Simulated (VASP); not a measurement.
# K (P6_3/mmc) in VASP: notebook, part 2 of 2

VASP 6.6.1.

### 3 Single point, PBE+D3(BJ) (strain along c alone, the other axes held: +3.0 %)

Contents of INCAR:

```
PREC = Accurate
ENCUT = 520
EDIFF = 1E-6
ISMEAR = 0
SIGMA = 0.1
LREAL = F
LASPH = T
NELM = 60
ALGO = Fast
ISIF = 2
LWAVE = F
LCHARG = T
GGA = PE
IVDW = 12
LELF = T
LVHAR = T
NBANDS = 26
```

Contents of KPOINTS:

```
Automatic mesh
0
Gamma
  12 12 4
```

Contents of POSCAR:

```
K
1.0
    4.6146036413      0.0000000000      0.0000000000
   -2.3073018206      3.9963639817      0.0000000000
    0.0000000000      0.0000000000     15.4625416183
K
4
Direct
    0.0000000000      0.0000000000      0.0000000000
    0.3333333333      0.6666666667      0.7500000000
    0.0000000000      0.0000000000      0.5000000000
    0.6666666667      0.3333333333      0.2500000000
```

Potentials or basis: VASP PAW PBE potentials, release 64 (K_sv).

Run with:

```bash
$ cat potpaw_PBE.64/K_sv/POTCAR > POTCAR
$ mpirun -np 1 vasp_std > vasp.out
```

OUTCAR:

```text
PREC = Accurate
   ENCUT = 520
   EDIFF = 1E-6
   ISMEAR = 0
   LREAL = F
   LASPH = T
   NELM = 60
   ISIF = 2
   GGA = PE
   IVDW = 12
 IVDW          = 12

 ion  position               nearest neighbor table
   1  0.000  0.000  0.000-
   2  0.333  0.667  0.750-
   3  0.000  0.000  0.500-
   4  0.667  0.333  0.250-

  LATTYP: Found a hexagonal cell.
 ALAT       =     4.6146036413
 C/A-ratio  =     3.3507843404

  Lattice vectors:

 A1 = (   4.6146036413,   0.0000000000,   0.0000000000)
 A2 = (  -2.3073018206,   3.9963639817,   0.0000000000)
 A3 = (   0.0000000000,   0.0000000000,  15.4625416183)

Analysis of symmetry for initial positions (statically):
=====================================================================
 Subroutine PRICEL returns:
 Original cell was already a primitive cell.

 Routine SETGRP: Setting up the symmetry group for a
 hexagonal supercell.

 Subroutine GETGRP returns: Found 24 space group operations
 (whereof 12 operations were pure point group operations)
 out of a pool of 24 trial point group operations.

The static configuration has the point symmetry D_3d.
 The point group associated with its full space group is D_6h.

Analysis of symmetry for dynamics (positions and initial velocities):
=====================================================================
 Subroutine PRICEL returns:
 Original cell was already a primitive cell.

 Routine SETGRP: Setting up the symmetry group for a
 hexagonal supercell.

 Subroutine GETGRP returns: Found 24 space group operations
 (whereof 12 operations were pure point group operations)
 out of a pool of 24 trial point group operations.

The dynamic configuration has the point symmetry D_3d.
 The point group associated with its full space group is D_6h.

 Subroutine INISYM returns: Found 24 space group operations
 (whereof 12 operations are pure point group operations),
 and found     1 'primitive' translations

----------------------------------------------------------------------------------------

                                     Primitive cell

  volume of cell :     285.1546

  direct lattice vectors                    reciprocal lattice vectors
     4.614603641  0.000000000  0.000000000     0.216703335  0.125113729  0.000000000
    -2.307301821  3.996363982  0.000000000     0.000000000  0.250227458  0.000000000
     0.000000000  0.000000000 15.462541618     0.000000000  0.000000000  0.064672421

  length of vectors
     4.614603641  4.614603641 15.462541618     0.250227458  0.250227458  0.064672421

  position of ions in fractional coordinates (direct lattice)
     0.000000000  0.000000000  0.000000000
     0.333333333  0.666666667  0.750000000
     0.000000000  0.000000000  0.500000000
     0.666666667  0.333333333  0.250000000

  ion indices of the primitive-cell ions
   primitive index   ion index
                 1           1
                 2           2
                 3           3
                 4           4

----------------------------------------------------------------------------------------

 KPOINTS: Automatic mesh

Automatic generation of k-mesh.
 Grid dimensions read from file:
 generate k-points for:   12   12    4

 Generating k-lattice:

  Cartesian coordinates                     Fractional coordinates (reciprocal lattice)
     0.018058611  0.010426144  0.000000000     0.083333333  0.000000000  0.000000000
     0.000000000  0.020852288  0.000000000     0.000000000  0.083333333  0.000000000
     0.000000000  0.000000000  0.016168105     0.000000000  0.000000000  0.250000000

  Length of vectors
     0.020852288  0.020852288  0.016168105

  Shift w.r.t. Gamma in fractional coordinates (k-lattice)
     0.000000000  0.000000000  0.000000000

 Subroutine IBZKPT returns following result:
 ===========================================

 Found     57 irreducible k-points:

 Following reciprocal coordinates:
            Coordinates               Weight
  0.000000  0.000000  0.000000      1.000000
  0.083333 -0.000000  0.000000      6.000000
  0.166667 -0.000000  0.000000      6.000000
  0.250000 -0.000000  0.000000      6.000000
  0.333333 -0.000000  0.000000      6.000000
  0.416667 -0.000000  0.000000      6.000000
[... 16 lines left out ...]
  0.250000 -0.000000  0.250000     12.000000
  0.333333 -0.000000  0.250000     12.000000
 [... further k-points ...]
   k-points           NKPTS =     57   k-points in BZ     NKDIM =     57   number of bands    NBANDS=     26
   number of dos      NEDOS =    301   number of ions     NIONS =      4
   total plane-waves  NPLWV = 155520
   dimension x,y,z NGX =    36 NGY =   36 NGZ =  120
   dimension x,y,z NGXF=    72 NGYF=   72 NGZF=  240
   ions per type =               4
   NGX,Y,Z   is equivalent  to a cutoff of  12.97, 12.97, 12.90 a.u.
   NGXF,Y,Z  is equivalent  to a cutoff of  25.94, 25.94, 25.80 a.u.
 SYSTEM =  unknown system
   PREC   = accura    normal or accurate (medium, high low for compatibility)
   ISTART =      0    job   : 0-new  1-cont  2-samecut
   ICHARG =      2    charge: 1-file 2-atom 10-const
   ISPIN  =      1    spin polarized calculation?
   LNONCOLLINEAR =      F non collinear calculations
   LSORBIT =      F    spin-orbit coupling
   LASPH  =      T    aspherical Exc in radial PAW
   ENCUT  =  520.0 eV  38.22 Ry    6.18 a.u.   8.58  8.58 28.75*2*pi/ulx,y,z
   NELM   =     60;   NELMIN=  2; NELMDL= -5     # of ELM steps
   EDIFF  = 0.1E-05   stopping-criterion for ELM
   LREAL  =      F    real-space projection
   EDIFFG = 0.1E-04   stopping-criterion for IOM
   NSW    =      0    number of steps for IOM
   IBRION =     -1    ionic relax: 0-MD 1-quasi-New 2-CG
   NFREE  =      0    steps in history (QN), initial steepest desc. (CG)
   ISIF   =      2    stress and relaxation
   ISYM   =      2    0-nonsym 1-usesym 2-fastsym
   POTIM  = 0.5000    time-step for ionic-motion
   TEBEG  =    0.0;   TEEND  =   0.0 temperature during run
   PSTRESS=    0.0 pullay stress
   NELECT =      36.0000    total number of electrons
   NUPDOWN=      -1.0000    fix difference up-down
   EMIN   =  10.00;   EMAX   =-10.00  energy-range for DOS
   EFERMI =   0.00;   METHOD = LEGACY
   ISMEAR =     0;   SIGMA  =   0.10  broadening in eV -4-tet -1-fermi 0-gaus
   EFERMI_NEDOS =   21; number of points for ismear=-14 and -15
   IALGO  =     68    algorithm
   IMIX   =      4    mixing-type and parameters
     AMIX     =   0.40;   BMIX     =  1.00
     AMIX_MAG =   1.60;   BMIX_MAG =  1.00
  volume/ion in A,a.u.               =      71.29       481.08
  Fermi-wavevector in a.u.,A,eV,Ry     =   0.821263  1.551962  9.176760  0.674473
  Thomas-Fermi vector in A             =   1.932391
   LORBIT       =      0    0 simple, 1 ext, 2 COOP (PROOUT), +10 PAW based schemes
   GGA     = PE    functional components
   LHFCALC =     F    Hartree Fock is set to
   AEXX    =    0.0000 exact exchange contribution
   IVDW    =    12    specifies the selected vdW correction
   LEPSILON=     F    determine dielectric tensor
   LRPA    =     F    only Hartree local field effects (RPA)
 non-spin polarized calculation
 RMM-DIIS sequential band-by-band and
 Gauss-broadening in eV      SIGMA  =   0.10
  energy-cutoff  :      520.00
  volume of cell :      285.15
 maximum number of plane-waves:      7738
 NGX is ok and might be reduce to    36
   NGX = 17   NGY = 17   NGZ = 57

 number of electron      36.0000002 magnetization

 Free energy of the ion-electron system (eV)
  ---------------------------------------------------
  ext. energy  EPLUGINS =         0.00000000
  ---------------------------------------------------
  free energy    TOTEN  =        -4.19294471 eV

  energy without entropy =       -4.17916839  energy(sigma->0) =       -4.18605655

 E-fermi :  -0.0482     XC(G=0):  -5.7263

 val. band max:       -0.0891444671   @ k =   0.4167   0.0833   0.2500
 cond. band min:      -0.0400058547   @ k =   0.0833   0.0833   0.2500
 fundamental gap:      0.0491386124
 Fermi energy:        -0.0482281947

 k-point     1 :       0.0000    0.0000    0.0000
  band No.  band energies     occupation
      1     -32.1599      2.00000
      2     -32.1581      2.00000
      3     -32.1578      2.00000
      4     -32.1560      2.00000
      5     -15.6779      2.00000
      6     -15.6438      2.00000
[... 685 lines left out ...]
     25       2.5570      0.00000
     26       2.7179      0.00000

 [... further k-points ...]

------------------------ aborting loop because EDIFF is reached ----------------------------------------

 Edisp (eV)   -0.46711

 E8    (eV) :    -0.2515

  FORCE on cell =-STRESS in cart. coord.  units (eV):
  Direction    XX          YY          ZZ          XY          YZ          ZX
  --------------------------------------------------------------------------------------
  -------------------------------------------------------------------------------------
  Total      -0.11945    -0.11945    -0.46186    -0.00000    -0.00000     0.00000
  in kB      -0.67116    -0.67116    -2.59502    -0.00000    -0.00000     0.00000
  external pressure =       -1.31 kB  Pullay stress =        0.00 kB

 VOLUME and BASIS-vectors are now :
 -----------------------------------------------------------------------------
  energy-cutoff  :      520.00
  volume of cell :      285.15
      direct lattice vectors                 reciprocal lattice vectors
     4.614603641  0.000000000  0.000000000     0.216703335  0.125113729  0.000000000
    -2.307301821  3.996363982  0.000000000     0.000000000  0.250227458  0.000000000
     0.000000000  0.000000000 15.462541618     0.000000000  0.000000000  0.064672421

 POSITION                                       TOTAL-FORCE (eV/Angst)
 -----------------------------------------------------------------------------------
      0.00000      0.00000      0.00000        -0.000000      0.000000     -0.000000
     -0.00000      2.66424     11.59691        -0.000000     -0.000000      0.000000
      0.00000      0.00000      7.73127        -0.000000      0.000000     -0.000000
      2.30730      1.33212      3.86564         0.000000      0.000000      0.000000
 -----------------------------------------------------------------------------------
    total drift:                               -0.000000      0.000000     -0.000000

  FREE ENERGIE OF THE ION-ELECTRON SYSTEM (eV)
  ---------------------------------------------------
  free  energy   TOTEN  =        -4.6600502665 eV

  energy  without entropy=       -4.6462739427  energy(sigma->0) =       -4.65316210
```

OSZICAR:

```text
N       E                     dE             d eps       ncg     rms          rms(c)
DAV:   1     0.258826207533E+03    0.25883E+03   -0.15019E+04  2996   0.112E+03
DAV:   2     0.163717615773E+02   -0.24245E+03   -0.23840E+03  3490   0.317E+02
DAV:   3    -0.321271107543E+01   -0.19584E+02   -0.19426E+02  4636   0.695E+01
DAV:   4    -0.415021271223E+01   -0.93750E+00   -0.93388E+00  4166   0.139E+01
DAV:   5    -0.419083785739E+01   -0.40625E-01   -0.40617E-01  4314   0.245E+00    0.414E+00
RMM:   6    -0.419113888424E+01   -0.30103E-03   -0.10675E-02  3809   0.601E-01    0.257E+00
RMM:   7    -0.419231690973E+01   -0.11780E-02   -0.13731E-02  3932   0.613E-01    0.118E-01
RMM:   8    -0.419275691993E+01   -0.44001E-03   -0.31702E-03  4412   0.286E-01    0.547E-02
RMM:   9    -0.419287782963E+01   -0.12091E-03   -0.71670E-04  5402   0.113E-01    0.411E-02
RMM:  10    -0.419292393756E+01   -0.46108E-04   -0.18902E-04  5449   0.625E-02    0.205E-02
RMM:  11    -0.419293482994E+01   -0.10892E-04   -0.12794E-04  5598   0.377E-02    0.426E-03
RMM:  12    -0.419293936552E+01   -0.45356E-05   -0.38219E-05  5058   0.244E-02    0.311E-03
RMM:  13    -0.419294222277E+01   -0.28573E-05   -0.25080E-05  4669   0.174E-02    0.279E-03
RMM:  14    -0.419294393120E+01   -0.17084E-05   -0.10519E-05  4263   0.126E-02    0.666E-04
RMM:  15    -0.419294471252E+01   -0.78132E-06   -0.70034E-06  3587   0.940E-03
   1 F= -.46600503E+01 E0= -.46531621E+01  d E =-.137763E-01
```

It took 5.3 min on 1 thread of Intel Xeon 6975P-C (Granite Rapids), shared host; peak memory 0.57 GiB.

What came out:

```
Free energy                : -4.6601 eV
Pressure                   : -0.1 GPa
Band gap on the k mesh     : zero (bands 18 and 19 overlap by 2.43 eV)
Dispersion energy per atom : -0.117 eV
```

Stress tensor (GPa, compression positive):
```
-0.07  0.00  0.00
 0.00 -0.07  0.00
 0.00  0.00 -0.26
```

Caveat: the cell differs from its parent crystal (strain along c alone, the other axes held: +3.0 %).
